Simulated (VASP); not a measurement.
# Mo (Fmmm) in VASP: further runs

The runs below take Mo through single point, with PBEsol.

Program: VASP 6.6.1. These are calculated values, not measurements. Logs are shortened: lines on timing, memory, paths and dates and some standing lists are left out, and cuts for length are marked.

### Step 1. The cell of the first run

Symmetry: Fmmm, No. 69, orthorhombic system. Conventional cell: a = 3.142 Å, b = 4.421 Å, c = 4.466 Å, α = 90.00°, β = 90.00°, γ = 90.00°. Within 3.6 Å of Mo (site symmetry mmm) lie 14 Mo at 2.71 to 3.14 Å.

### Step 2. Single point, PBEsol (strain +0.0100 x Voigt [0, 0, 0, 0, 1, 0])

The input, INCAR:

```
  PREC = Accurate
  ENCUT = 520
  EDIFF = 1E-6
  ISMEAR = 0
  SIGMA = 0.15
  LREAL = False
  LASPH = True
  NELM = 80
  ALGO = Fast
  ISIF = 2
  LWAVE = False
  LCHARG = False
  GGA = PS
  NBANDS = 13
```

The input, KPOINTS:

```
regular mesh
0
Gamma
  22 22 22
```

The input, POSCAR:

```
Mo
1.0
   -1.5631450000      1.5710000000      1.5631450000
    1.5788550000     -1.5710000000      1.5788550000
    1.5631450000      1.5710000000     -1.5631450000
Mo
1
Direct
    0.0000000000      0.0000000000      0.0000000000
```

Potentials or basis: VASP PAW PBE potentials, release 64 (Mo_sv).

Run with:

```console
$ cat potpaw_PBE.64/Mo_sv/POTCAR > POTCAR
$ mpirun -np 1 vasp_std > vasp.out
```

OUTCAR:

```text
PREC = Accurate
   ENCUT = 520
   EDIFF = 1E-6
   ISMEAR = 0
   LREAL = False
   LASPH = True
   NELM = 80
   ISIF = 2
   GGA = PS

 ion  position               nearest neighbor table
   1  0.000  0.000  0.000-

  LATTYP: Found a face centered orthorhombic cell.
 ALAT       =     3.1420000000
 B/A-ratio  =     1.4071424946
 C/A-ratio  =     1.4212846302

  Lattice vectors:

 A1 = (  -0.0157100000,   0.0000000000,  -3.1420000000)
 A2 = (  -1.5788550000,   1.5710000000,  -1.5788550000)
 A3 = (   1.5631450000,   1.5710000000,  -1.5631450000)

Analysis of symmetry for initial positions (statically):
=====================================================================
 Subroutine PRICEL returns:
 Original cell was already a primitive cell.

 Routine SETGRP: Setting up the symmetry group for a
 face centered orthorhombic supercell.

 Subroutine GETGRP returns: Found  8 space group operations
 (whereof  8 operations were pure point group operations)
 out of a pool of  8 trial point group operations.

The static configuration has the point symmetry D_2h.

Analysis of symmetry for dynamics (positions and initial velocities):
=====================================================================
 Subroutine PRICEL returns:
 Original cell was already a primitive cell.

 Routine SETGRP: Setting up the symmetry group for a
 face centered orthorhombic supercell.

 Subroutine GETGRP returns: Found  8 space group operations
 (whereof  8 operations were pure point group operations)
 out of a pool of  8 trial point group operations.

The dynamic configuration has the point symmetry D_2h.

 Subroutine INISYM returns: Found  8 space group operations
 (whereof  8 operations are pure point group operations),
 and found     1 'primitive' translations

----------------------------------------------------------------------------------------

                                     Primitive cell

  volume of cell :      15.5088

  direct lattice vectors                    reciprocal lattice vectors
    -1.563145000  1.571000000  1.563145000    -0.001591383  0.318268619  0.318276576
     1.578855000 -1.571000000  1.578855000     0.316685193  0.000000000  0.316685193
     1.563145000  1.571000000 -1.563145000     0.318276576  0.318268619 -0.001591383

  length of vectors
     2.711989230  2.730129525  2.711989230     0.450108237  0.447860495  0.450108237

  position of ions in fractional coordinates (direct lattice)
     0.000000000  0.000000000  0.000000000

  ion indices of the primitive-cell ions
   primitive index   ion index
                 1           1

----------------------------------------------------------------------------------------

 KPOINTS: regular mesh

Automatic generation of k-mesh.
 Grid dimensions read from file:
 generate k-points for:   22   22   22

 Generating k-lattice:

  Cartesian coordinates                     Fractional coordinates (reciprocal lattice)
    -0.000072336  0.014466755  0.014467117     0.045454545 -0.000000000  0.000000000
     0.014394781  0.000000000  0.014394781     0.000000000  0.045454545  0.000000000
     0.014467117  0.014466755 -0.000072336     0.000000000 -0.000000000  0.045454545

  Length of vectors
     0.020459465  0.020357295  0.020459465

  Shift w.r.t. Gamma in fractional coordinates (k-lattice)
     0.000000000  0.000000000  0.000000000

 Subroutine IBZKPT returns following result:
 ===========================================

 Found   1530 irreducible k-points:

 Following reciprocal coordinates:
            Coordinates               Weight
  0.000000  0.000000  0.000000      1.000000
  0.045455 -0.000000  0.000000      8.000000
  0.090909 -0.000000  0.000000      8.000000
  0.136364  0.000000  0.000000      8.000000
  0.181818 -0.000000  0.000000      8.000000
  0.227273  0.000000  0.000000      8.000000
[... 16 lines left out ...]
  0.454545  0.045455  0.000000      8.000000
  0.500000  0.045455  0.000000      8.000000
 [... further k-points ...]
   k-points           NKPTS =   1530   k-points in BZ     NKDIM =   1530   number of bands    NBANDS=     13
   number of dos      NEDOS =    301   number of ions     NIONS =      1
   total plane-waves  NPLWV =   8000
   dimension x,y,z NGX =    20 NGY =   20 NGZ =   20
   dimension x,y,z NGXF=    40 NGYF=   40 NGZF=   40
   ions per type =               1
   NGX,Y,Z   is equivalent  to a cutoff of  12.26, 12.18, 12.26 a.u.
   NGXF,Y,Z  is equivalent  to a cutoff of  24.52, 24.36, 24.52 a.u.
 SYSTEM =  unknown system
   PREC   = accura    normal or accurate (medium, high low for compatibility)
   ISTART =      0    job   : 0-new  1-cont  2-samecut
   ICHARG =      2    charge: 1-file 2-atom 10-const
   ISPIN  =      1    spin polarized calculation?
   LNONCOLLINEAR =      F non collinear calculations
   LSORBIT =      F    spin-orbit coupling
   LASPH  =      T    aspherical Exc in radial PAW
   ENCUT  =  520.0 eV  38.22 Ry    6.18 a.u.   5.04  5.08  5.04*2*pi/ulx,y,z
   NELM   =     80;   NELMIN=  2; NELMDL= -5     # of ELM steps
   EDIFF  = 0.1E-05   stopping-criterion for ELM
   LREAL  =      F    real-space projection
   EDIFFG = 0.1E-04   stopping-criterion for IOM
   NSW    =      0    number of steps for IOM
   IBRION =     -1    ionic relax: 0-MD 1-quasi-New 2-CG
   NFREE  =      0    steps in history (QN), initial steepest desc. (CG)
   ISIF   =      2    stress and relaxation
   ISYM   =      2    0-nonsym 1-usesym 2-fastsym
   POTIM  = 0.5000    time-step for ionic-motion
   TEBEG  =    0.0;   TEEND  =   0.0 temperature during run
   PSTRESS=    0.0 pullay stress
   NELECT =      14.0000    total number of electrons
   NUPDOWN=      -1.0000    fix difference up-down
   EMIN   =  10.00;   EMAX   =-10.00  energy-range for DOS
   EFERMI =   0.00;   METHOD = LEGACY
   ISMEAR =     0;   SIGMA  =   0.15  broadening in eV -4-tet -1-fermi 0-gaus
   EFERMI_NEDOS =   21; number of points for ismear=-14 and -15
   IALGO  =     68    algorithm
   IMIX   =      4    mixing-type and parameters
     AMIX     =   0.40;   BMIX     =  1.00
     AMIX_MAG =   1.60;   BMIX_MAG =  1.00
  volume/ion in A,a.u.               =      15.51       104.66
  Fermi-wavevector in a.u.,A,eV,Ry     =   1.582189  2.989903 34.059751  2.503321
  Thomas-Fermi vector in A             =   2.682150
   LORBIT       =      0    0 simple, 1 ext, 2 COOP (PROOUT), +10 PAW based schemes
   GGA     = PS    functional components
   LHFCALC =     F    Hartree Fock is set to
   AEXX    =    0.0000 exact exchange contribution
   IVDW    =     0    specifies the selected vdW correction
   LEPSILON=     F    determine dielectric tensor
   LRPA    =     F    only Hartree local field effects (RPA)
 non-spin polarized calculation
 RMM-DIIS sequential band-by-band and
 Gauss-broadening in eV      SIGMA  =   0.15
  energy-cutoff  :      520.00
  volume of cell :       15.51
 maximum number of plane-waves:       431
   NGX =  9   NGY = 11   NGZ =  9

 number of electron      14.0000000 magnetization

 Free energy of the ion-electron system (eV)
  ---------------------------------------------------
  ext. energy  EPLUGINS =         0.00000000
  ---------------------------------------------------
  free energy    TOTEN  =       -11.77887423 eV

  energy without entropy =      -11.77137257  energy(sigma->0) =      -11.77512340

 E-fermi :  12.5751     XC(G=0): -13.5730

 val. band max:       12.5698972612   @ k =  -0.2727   0.3636   0.1818
 cond. band min:      12.5794244293   @ k =  -0.0455   0.1818   0.0455
 fundamental gap:      0.0095271681
 Fermi energy:        12.5750597794

 k-point     1 :       0.0000    0.0000    0.0000
  band No.  band energies     occupation
      1     -48.6014      2.00000
      2     -21.8838      2.00000
      3     -21.8695      2.00000
      4     -21.8558      2.00000
      5       5.2807      2.00000
      6      11.1296      2.00000
      7      11.2086      2.00000
      8      11.2929      2.00000
      9      14.2551      0.00000
     10      14.2580      0.00000
     11      27.3247      0.00000
     12      27.4126      0.00000
     13      27.5000      0.00000

 k-point     2 :       0.0455   -0.0000    0.0000
  band No.  band energies     occupation
      1     -48.5959      2.00000
      2     -21.9050      2.00000
      3     -21.8826      2.00000
      4     -21.8630      2.00000
      5       5.3741      2.00000
      6      11.1138      2.00000
      7      11.2155      2.00000
      8      11.3279      2.00000
      9      14.1746      0.00000
     10      14.2583      0.00000
     11      27.4452      0.00000
     12      27.5546      0.00000
     13      27.6576      0.00000

 k-point     3 :       0.0909   -0.0000    0.0000
  band No.  band energies     occupation
      1     -48.5800      2.00000
      2     -21.9932      2.00000
      3     -21.9096      2.00000
      4     -21.8680      2.00000
      5       5.6450      2.00000
      6      10.9907      2.00000
      7      11.1773      2.00000
      8      11.5640      2.00000
      9      13.9760      0.00000
     10      14.2638      0.00000
     11      27.6612      0.00000
     12      28.0163      0.00000
     13      28.1393      0.00000

 k-point     4 :       0.1364    0.0000    0.0000
  band No.  band energies     occupation
      1     -48.5547      2.00000
      2     -22.1349      2.00000
      3     -21.9530      2.00000
      4     -21.8704      2.00000
      5       6.0642      2.00000
      6      10.7718      2.00000
      7      11.0976      2.00000
      8      11.9834      2.00000
      9      13.7675      0.00000
     10      14.2806      0.00000
     11      27.8808      0.00000
     12      28.7232      0.00000
     13      28.8055      0.00000

 k-point     5 :       0.1818   -0.0000    0.0000
  band No.  band energies     occupation
      1     -48.5221      2.00000
      2     -22.3144      2.00000
      3     -22.0088      2.00000
      4     -21.8723      2.00000
      5       6.5731      2.00000
      6      10.4991      2.00000
      7      10.9905      2.00000
      8      12.5584      1.12458
      9      13.6530      0.00000
     10      14.3165      0.00000
     11      27.9475      0.00000
     12      29.2055      0.00000
     13      29.7633      0.00000
[... 257 lines left out ...]
 k-point    22 :       0.4091    0.0455    0.0000
  band No.  band energies     occupation
      1     -48.3371      2.00000
      2     -23.2460      2.00000
      3     -22.3192      2.00000
      4     -21.8927      2.00000
      5       7.3343      2.00000
      6       9.2367      2.00000
      7      13.2886      0.00000
      8      14.3260      0.00000
      9      15.0296      0.00000
     10      17.1185      0.00000
     11      24.7893      0.00000
     12      25.0316      0.00000
     13      30.5278      0.00000

 k-point    23 :       0.4545    0.0455    0.0000
  band No.  band energies     occupation
      1     -48.3258      2.00000
      2     -23.3004      2.00000
      3     -22.3371      2.00000
      4     -21.8931      2.00000
      5       7.2651      2.00000
      6       9.1704      2.00000
      7      13.7496      0.00000
      8      14.2897      0.00000
      9      15.1695      0.00000
     10      17.5379      0.00000
     11      24.3374      0.00000
     12      24.7042      0.00000
     13      29.9336      0.00000

 k-point    24 :       0.5000    0.0455    0.0000
  band No.  band energies     occupation
      1     -48.3256      2.00000
      2     -23.3018      2.00000
      3     -22.3365      2.00000
      4     -21.8930      2.00000
      5       7.2651      2.00000
      6       9.1702      2.00000
      7      13.7446      0.00000
      8      14.2903      0.00000
      9      15.1671      0.00000
     10      17.5482      0.00000
     11      24.3408      0.00000
     12      24.7030      0.00000
     13      29.9317      0.00000

 [... further k-points ...]

------------------------ aborting loop because EDIFF is reached ----------------------------------------

  FORCE on cell =-STRESS in cart. coord.  units (eV):
  Direction    XX          YY          ZZ          XY          YZ          ZX
  --------------------------------------------------------------------------------------
  -------------------------------------------------------------------------------------
  Total       -0.2582785     -0.2571179     -0.2582785      0.0000000     -0.0000000     -0.0968105
  in kB      -26.6821728    -26.5622733    -26.6821728      0.0000000     -0.0000000    -10.0012720
  external PRESSURE =     -26.6422063 kB  Pullay stress =       0.0000000 kB

 VOLUME and BASIS-vectors are now :
 -----------------------------------------------------------------------------
  energy-cutoff  :      520.00
  volume of cell :       15.51
      direct lattice vectors                 reciprocal lattice vectors
    -1.563145000  1.571000000  1.563145000    -0.001591383  0.318268619  0.318276576
     1.578855000 -1.571000000  1.578855000     0.316685193  0.000000000  0.316685193
     1.563145000  1.571000000 -1.563145000     0.318276576  0.318268619 -0.001591383

 POSITION                                       TOTAL-FORCE (eV/Angst)
 -----------------------------------------------------------------------------------
      0.00000      0.00000      0.00000         0.000000      0.000000      0.000000
 -----------------------------------------------------------------------------------
    total drift:                                0.000000     -0.000000      0.000000

  FREE ENERGIE OF THE ION-ELECTRON SYSTEM (eV)
  ---------------------------------------------------
  free  energy   TOTEN  =       -11.7788742255 eV

  energy  without entropy=      -11.7713725688  energy(sigma->0) =      -11.77512340
```

Run time: 2 min. Hardware: 1 thread of Intel Xeon 6975P-C (Granite Rapids), shared host; peak memory 0.37 GiB.

Results:

```yaml
Free_energy: -11.7789 eV
Pressure: -2.7 GPa
Band_gap_on_the_k_mesh: zero (bands 7 and 8 overlap by 5.32 eV)
```

Levels at points of the mesh, in eV from the Fermi level:
```csv
k point,band 4,band 5,band 6,band 7,band 8,band 9,band 10,band 11
"(0.00, 0.00, 0.00)",-34.43,-7.29,-1.45,-1.37,-1.28,1.68,1.68,14.75
"(0.50, 0.00, 0.00)",-34.46,-5.38,-3.43,1.65,1.72,2.35,4.85,11.77
"(0.00, 0.50, 0.00)",-34.45,-5.38,-3.46,1.57,1.77,2.42,4.80,11.65
"(0.50, 0.00, 0.50)",-34.47,-5.39,-3.41,1.67,1.73,2.28,4.91,11.89
"(0.50, 0.50, 0.50)",-35.42,-5.51,-5.51,3.98,4.07,4.17,9.04,9.10
```

Caveat: the cell differs from its parent crystal (strain +0.0100 x Voigt [0, 0, 0, 0, 1, 0]); the PAW data sets were made with another functional, which shifts forces and pressure a little.

[end of part 1 of 2]
